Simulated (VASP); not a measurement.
# I (I4/mmm) in VASP: notebook

Runs on I. Level: r2SCAN. Tasks: single point.

Everything below comes from runs of VASP 6.6.1. Logs are shortened: lines on timing, memory, paths and dates and some standing lists are left out, and cuts for length are marked.

## (1) The cell of the first run

Symmetry: I4/mmm, No. 139, tetragonal system. Conventional cell: a = 3.236 Å, b = 3.236 Å, c = 8.039 Å, α = 90.00°, β = 90.00°, γ = 90.00°. I (site symmetry 4/mmm) has 4 I at 3.24 Å within 4.3 Å.

## (2) Single point, r2SCAN (42.09 Å³/atom)

Contents of POSCAR:

```
I
1.0
   -1.6179365942      1.6179365942      4.0196583914
    1.6179365942     -1.6179365942      4.0196583914
    1.6179365942      1.6179365942     -4.0196583914
I
1
Direct
    0.0000000000      0.0000000000      0.0000000000
```

Contents of INCAR.step1:

```
SYSTEM = I
ALGO     = Normal         ! electronic algorithm
EDIFF    = 1E-4           ! SCF threshold, eV
ENCUT    = 520            ! plane-wave cutoff, eV
GGA      = PE             ! functional
ISMEAR   = 0              ! smearing method
LASPH    = .TRUE.         ! aspherical terms in the spheres
LCHARG   = .FALSE.        ! write CHGCAR
LREAL    = .FALSE.        ! projectors in reciprocal space
LWAVE    = .TRUE.         ! write WAVECAR
NBANDS   = 10             ! bands
NELM     = 100            ! most SCF steps
PREC     = Accurate       ! precision mode
SIGMA    = 0.1            ! smearing width, eV
```

Contents of INCAR.step2:

```
SYSTEM = I
ALGO     = Normal         ! electronic algorithm
EDIFF    = 1E-6           ! SCF threshold, eV
ENCUT    = 520            ! plane-wave cutoff, eV
ISIF     = 2              ! what is computed and relaxed
ISMEAR   = 0              ! smearing method
ISTART   = 1            
LASPH    = .TRUE.         ! aspherical terms in the spheres
LCHARG   = .FALSE.        ! write CHGCAR
LMIXTAU  = .TRUE.       
LREAL    = .FALSE.        ! projectors in reciprocal space
LWAVE    = .FALSE.        ! write WAVECAR
METAGGA  = R2SCAN         ! meta-GGA
NBANDS   = 10             ! bands
NELM     = 100            ! most SCF steps
PREC     = Accurate       ! precision mode
SIGMA    = 0.1            ! smearing width, eV
```

Contents of KPOINTS:

```
k-points
0
G
  18 18 18
  0 0 0
```

Potentials or basis: VASP PAW PBE potentials, release 64 (I).

The run is started by

```sh
cat potpaw_PBE.64/I/POTCAR > POTCAR
cp INCAR.step1 INCAR
mpirun -np 1 vasp_std > vasp.out
cp INCAR.step2 INCAR
mpirun -np 1 vasp_std > vasp.out
```

OUTCAR:

```text
SYSTEM = I
   EDIFF = 1E-6
   ENCUT = 520
   ISIF = 2
   ISMEAR = 0
   ISTART = 1
   LASPH = .TRUE.
   LREAL = .FALSE.
   METAGGA = R2SCAN
   NELM = 100
   PREC = Accurate

 ion  position               nearest neighbor table
   1  0.000  0.000  0.000-

  LATTYP: Found a body centered tetragonal cell.
 ALAT       =     3.2358731884
 C/A-ratio  =     2.4844350550

  Lattice vectors:

 A1 = (  -1.6179365942,   1.6179365942,   4.0196583914)
 A2 = (   1.6179365942,  -1.6179365942,   4.0196583914)
 A3 = (   1.6179365942,   1.6179365942,  -4.0196583914)

Analysis of symmetry for initial positions (statically):
=====================================================================
 Subroutine PRICEL returns:
 Original cell was already a primitive cell.

 Routine SETGRP: Setting up the symmetry group for a
 body centered tetragonal supercell.

 Subroutine GETGRP returns: Found 16 space group operations
 (whereof 16 operations were pure point group operations)
 out of a pool of 16 trial point group operations.

The static configuration has the point symmetry D_4h.

Analysis of symmetry for dynamics (positions and initial velocities):
=====================================================================
 Subroutine PRICEL returns:
 Original cell was already a primitive cell.

 Routine SETGRP: Setting up the symmetry group for a
 body centered tetragonal supercell.

 Subroutine GETGRP returns: Found 16 space group operations
 (whereof 16 operations were pure point group operations)
 out of a pool of 16 trial point group operations.

The dynamic configuration has the point symmetry D_4h.

 Subroutine INISYM returns: Found 16 space group operations
 (whereof 16 operations are pure point group operations),
 and found     1 'primitive' translations

----------------------------------------------------------------------------------------

                                     Primitive cell

  volume of cell :      42.0893

  direct lattice vectors                    reciprocal lattice vectors
    -1.617936594  1.617936594  4.019658391     0.000000000  0.309035596  0.124388680
     1.617936594 -1.617936594  4.019658391     0.309035596  0.000000000  0.124388680
     1.617936594  1.617936594 -4.019658391     0.309035596  0.309035596  0.000000000

  length of vectors
     4.625266612  4.625266612  4.625266612     0.333129920  0.333129920  0.437042331

  position of ions in fractional coordinates (direct lattice)
     0.000000000  0.000000000  0.000000000

  ion indices of the primitive-cell ions
   primitive index   ion index
                 1           1

----------------------------------------------------------------------------------------

 KPOINTS: k-points

Automatic generation of k-mesh.
 Grid dimensions read from file:
 generate k-points for:   18   18   18

 Generating k-lattice:

  Cartesian coordinates                     Fractional coordinates (reciprocal lattice)
     0.000000000  0.017168644  0.006910482     0.055555556  0.000000000  0.000000000
     0.017168644  0.000000000  0.006910482     0.000000000  0.055555556  0.000000000
     0.017168644  0.017168644  0.000000000     0.000000000  0.000000000  0.055555556

  Length of vectors
     0.018507218  0.018507218  0.024280130

  Shift w.r.t. Gamma in fractional coordinates (k-lattice)
     0.000000000  0.000000000  0.000000000

 Subroutine IBZKPT returns following result:
 ===========================================

 Found    480 irreducible k-points:

 Following reciprocal coordinates:
            Coordinates               Weight
  0.000000  0.000000  0.000000      1.000000
  0.055556 -0.000000  0.000000      8.000000
  0.111111 -0.000000  0.000000      8.000000
  0.166667 -0.000000  0.000000      8.000000
  0.222222  0.000000  0.000000      8.000000
  0.277778  0.000000  0.000000      8.000000
[... 16 lines left out ...]
 -0.277778  0.055556  0.000000     16.000000
 -0.222222  0.055556  0.000000     16.000000
 [... further k-points ...]
   k-points           NKPTS =    480   k-points in BZ     NKDIM =    480   number of bands    NBANDS=     10
   number of dos      NEDOS =    301   number of ions     NIONS =      1
   total plane-waves  NPLWV =  46656
   dimension x,y,z NGX =    36 NGY =   36 NGZ =   36
   dimension x,y,z NGXF=    72 NGYF=   72 NGZF=   72
   ions per type =               1
   NGX,Y,Z   is equivalent  to a cutoff of  12.94, 12.94, 12.94 a.u.
   NGXF,Y,Z  is equivalent  to a cutoff of  25.88, 25.88, 25.88 a.u.
 SYSTEM =  I
   PREC   = accura    normal or accurate (medium, high low for compatibility)
   ISTART =      1    job   : 0-new  1-cont  2-samecut
   ICHARG =      0    charge: 1-file 2-atom 10-const
   ISPIN  =      1    spin polarized calculation?
   LNONCOLLINEAR =      F non collinear calculations
   LSORBIT =      F    spin-orbit coupling
   LASPH  =      T    aspherical Exc in radial PAW
   ENCUT  =  520.0 eV  38.22 Ry    6.18 a.u.   8.60  8.60  8.60*2*pi/ulx,y,z
   NELM   =    100;   NELMIN=  2; NELMDL=  0     # of ELM steps
   EDIFF  = 0.1E-05   stopping-criterion for ELM
   LREAL  =      F    real-space projection
   EDIFFG = 0.1E-04   stopping-criterion for IOM
   NSW    =      0    number of steps for IOM
   IBRION =     -1    ionic relax: 0-MD 1-quasi-New 2-CG
   NFREE  =      0    steps in history (QN), initial steepest desc. (CG)
   ISIF   =      2    stress and relaxation
   ISYM   =      2    0-nonsym 1-usesym 2-fastsym
   POTIM  = 0.5000    time-step for ionic-motion
   TEBEG  =    0.0;   TEEND  =   0.0 temperature during run
   PSTRESS=    0.0 pullay stress
   NELECT =       7.0000    total number of electrons
   NUPDOWN=      -1.0000    fix difference up-down
   EMIN   =  10.00;   EMAX   =-10.00  energy-range for DOS
   EFERMI =   0.00;   METHOD = LEGACY
   ISMEAR =     0;   SIGMA  =   0.10  broadening in eV -4-tet -1-fermi 0-gaus
   EFERMI_NEDOS =   21; number of points for ismear=-14 and -15
   IALGO  =     38    algorithm
   IMIX   =      4    mixing-type and parameters
     AMIX     =   0.40;   BMIX     =  1.00
     AMIX_MAG =   1.60;   BMIX_MAG =  1.00
  volume/ion in A,a.u.               =      42.09       284.03
  Fermi-wavevector in a.u.,A,eV,Ry     =   0.900292  1.701305 11.027875  0.810526
  Thomas-Fermi vector in A             =   2.023232
   LORBIT       =      0    0 simple, 1 ext, 2 COOP (PROOUT), +10 PAW based schemes
   METAGGA = R2SCAN    functional components
   LHFCALC =     F    Hartree Fock is set to
   AEXX    =    0.0000 exact exchange contribution
   IVDW    =     0    specifies the selected vdW correction
   LEPSILON=     F    determine dielectric tensor
   LRPA    =     F    only Hartree local field effects (RPA)
 non-spin polarized calculation
 Gauss-broadening in eV      SIGMA  =   0.10
  energy-cutoff  :      520.00
  volume of cell :       42.09
 maximum number of plane-waves:      1154
   NGX = 17   NGY = 17   NGZ = 17

 number of electron       6.9999999 magnetization

 Free energy of the ion-electron system (eV)
  ---------------------------------------------------
  ext. energy  EPLUGINS =         0.00000000
  ---------------------------------------------------
  free energy    TOTEN  =       -24.41306718 eV

  energy without entropy =      -24.40955408  energy(sigma->0) =      -24.41131063

 E-fermi :   2.8368     XC(G=0):  -8.4867

 val. band max:        2.8218020273   @ k =  -0.3333  -0.3889   0.2222
 cond. band min:       2.8373068641   @ k =  -0.1667  -0.1667   0.0556
 fundamental gap:      0.0155048368
 Fermi energy:         2.8368442692

 k-point     1 :       0.0000    0.0000    0.0000
  band No.  band energies     occupation
      1     -11.3964      2.00000
      2       0.7401      2.00000
      3       3.8398      0.00000
      4       3.8398      0.00000
      5       7.8142      0.00000
      6      10.7553      0.00000
      7      11.7369      0.00000
      8      15.8435      0.00000
      9      15.8435      0.00000
     10      16.0822      0.00000

 k-point     2 :       0.0556   -0.0000    0.0000
  band No.  band energies     occupation
      1     -11.3623      2.00000
      2       0.7441      2.00000
      3       3.5190      0.00000
      4       3.8638      0.00000
      5       7.9056      0.00000
      6      10.9438      0.00000
      7      11.9615      0.00000
      8      14.7090      0.00000
      9      15.8932      0.00000
     10      16.5733      0.00000

 k-point     3 :       0.1111   -0.0000    0.0000
  band No.  band energies     occupation
      1     -11.2615      2.00000
      2       0.7564      2.00000
      3       2.7261      1.88254
      4       3.9341      0.00000
      5       8.1537      0.00000
      6      11.2207      0.00000
      7      12.7533      0.00000
      8      13.5012      0.00000
      9      16.0408      0.00000
     10      16.8093      0.00000

 k-point     4 :       0.1667   -0.0000    0.0000
  band No.  band energies     occupation
      1     -11.0991      2.00000
      2       0.7724      2.00000
      3       1.7358      2.00000
      4       4.0451      0.00000
      5       8.5132      0.00000
      6      11.4356      0.00000
      7      12.3780      0.00000
      8      14.0886      0.00000
      9      16.2805      0.00000
     10      17.1122      0.00000
[... 222 lines left out ...]
 k-point    22 :      -0.3333    0.0556    0.0000
  band No.  band energies     occupation
      1     -10.3494      2.00000
      2      -1.1248      2.00000
      3       1.0792      2.00000
      4       4.2160      0.00000
      5       8.8922      0.00000
      6      11.1925      0.00000
      7      12.6024      0.00000
      8      15.2050      0.00000
      9      16.4953      0.00000
     10      18.0133      0.00000

 k-point    23 :      -0.2778    0.0556    0.0000
  band No.  band energies     occupation
      1     -10.6117      2.00000
      2      -0.2737      2.00000
      3       1.0293      2.00000
      4       4.0524      0.00000
      5       9.0489      0.00000
      6      10.9529      0.00000
      7      12.3246      0.00000
      8      15.6746      0.00000
      9      16.1182      0.00000
     10      17.4753      0.00000

 k-point    24 :      -0.2222    0.0556    0.0000
  band No.  band energies     occupation
      1     -10.8611      2.00000
      2       0.6706      2.00000
      3       1.0031      2.00000
      4       3.8869      0.00000
      5       8.7971      0.00000
      6      11.4249      0.00000
      7      12.0716      0.00000
      8      15.4077      0.00000
      9      15.5882      0.00000
     10      17.1995      0.00000

 [... further k-points ...]

------------------------ aborting loop because EDIFF is reached ----------------------------------------

  FORCE on cell =-STRESS in cart. coord.  units (eV):
  Direction    XX          YY          ZZ          XY          YZ          ZX
  --------------------------------------------------------------------------------------
  -------------------------------------------------------------------------------------
  Total       -0.0834808     -0.0834808     -0.0722713      0.0000000     -0.0000000     -0.0000000
  in kB       -3.1777896     -3.1777896     -2.7510869      0.0000000     -0.0000000     -0.0000000
  external PRESSURE =      -3.0355554 kB  Pullay stress =       0.0000000 kB

 VOLUME and BASIS-vectors are now :
 -----------------------------------------------------------------------------
  energy-cutoff  :      520.00
  volume of cell :       42.09
      direct lattice vectors                 reciprocal lattice vectors
    -1.617936594  1.617936594  4.019658391     0.000000000  0.309035596  0.124388680
     1.617936594 -1.617936594  4.019658391     0.309035596  0.000000000  0.124388680
     1.617936594  1.617936594 -4.019658391     0.309035596  0.309035596  0.000000000

 POSITION                                       TOTAL-FORCE (eV/Angst)
 -----------------------------------------------------------------------------------
      0.00000      0.00000      0.00000         0.000000     -0.000000      0.000000
 -----------------------------------------------------------------------------------
    total drift:                               -0.000000      0.000000      0.000000

  FREE ENERGIE OF THE ION-ELECTRON SYSTEM (eV)
  ---------------------------------------------------
  free  energy   TOTEN  =       -24.4130671763 eV

  energy  without entropy=      -24.4095540756  energy(sigma->0) =      -24.41131063
```

Wall time 7 min (1 thread of Intel Xeon 6975P-C (Granite Rapids), shared host); peak memory 0.35 GiB.

What came out:

- Free energy: -24.4131 eV
- Pressure: -0.3 GPa
- Band gap on the k mesh: zero (an odd number of electrons rules out a gap without spin polarisation)

Levels at points of the mesh, in eV from the Fermi level:
```csv
k point,band 2,band 3,band 4,band 5,band 6,band 7
"(0.00, 0.00, 0.00)",-2.10,1.00,1.00,4.98,7.92,8.90
"(0.50, 0.00, 0.00)",-5.26,-1.76,1.93,5.31,10.03,11.12
"(0.50, 0.50, 0.00)",-4.15,-3.90,-0.60,4.46,6.79,10.32
"(0.50, 0.50, 0.50)",-3.99,0.82,0.82,7.47,8.05,11.02
```

Caveat: the PAW data sets were made with another functional, which shifts forces and pressure a little; spin-orbit coupling is left out, which moves the levels of the heavy elements; an odd number of electrons without spin polarisation forces a metal; a magnetic or distorted state may lie lower.

## (3) Single point, r2SCAN (43.32 Å³/atom)

This run uses another cell than the first one, of 43.32 Å³/atom.

Contents of POSCAR:

```
I
1.0
   -1.6206583380      1.6206583380      4.1228529674
    1.6206583380     -1.6206583380      4.1228529674
    1.6206583380      1.6206583380     -4.1228529674
I
1
Direct
    0.0000000000      0.0000000000      0.0000000000
```

Contents of INCAR.step1:

```
PREC = Accurate
ENCUT = 520
ISMEAR = 0
SIGMA = 0.1
LREAL = F
LASPH = T
NELM = 100
NBANDS = 10
GGA = PE
ALGO = Normal
EDIFF = 1E-4
LWAVE = T
LCHARG = F
```

Contents of INCAR.step2:

```
PREC = Accurate
ENCUT = 520
EDIFF = 1E-7
ISMEAR = 0
SIGMA = 0.1
LREAL = F
LASPH = T
NELM = 100
ALGO = Normal
ISIF = 2
LWAVE = F
LCHARG = T
METAGGA = R2SCAN
LMIXTAU = T
LELF = T
LVHAR = T
NBANDS = 10
ISTART = 1
```

Contents of KPOINTS:

```
Automatic mesh
0
Gamma
  18 18 18
```

Potentials or basis: VASP PAW PBE potentials, release 64 (I).

The run is started by

```sh
cat potpaw_PBE.64/I/POTCAR > POTCAR
cp INCAR.step1 INCAR
mpirun -np 1 vasp_std > vasp.out
cp INCAR.step2 INCAR
mpirun -np 1 vasp_std > vasp.out
```

Run time: 9.5 min. Hardware: 1 thread of Intel Xeon 6975P-C (Granite Rapids), shared host; peak memory 0.35 GiB.

It converged, with:

```yaml
Free_energy: -24.4104 eV
Pressure: -0.5 GPa
Band_gap_on_the_k_mesh: zero (an odd number of electrons rules out a gap without spin polarisation)
```

Levels at points of the mesh, in eV from the Fermi level:
| k point | band 2 | band 3 | band 4 | band 5 | band 6 | band 7 |
| --- | --- | --- | --- | --- | --- | --- |
| (0.00, 0.00, 0.00) | -2.20 | 0.98 | 0.98 | 4.87 | 7.90 | 8.84 |
| (0.50, 0.00, 0.00) | -5.22 | -1.75 | 1.91 | 5.34 | 10.02 | 10.86 |
| (0.50, 0.50, 0.00) | -4.10 | -3.89 | -0.58 | 4.50 | 6.90 | 10.11 |
| (0.50, 0.50, 0.50) | -3.87 | 0.83 | 0.83 | 7.52 | 8.10 | 10.56 |

Caveat: the PAW data sets were made with another functional, which shifts forces and pressure a little; spin-orbit coupling is left out, which moves the levels of the heavy elements; an odd number of electrons without spin polarisation forces a metal; a magnetic or distorted state may lie lower.
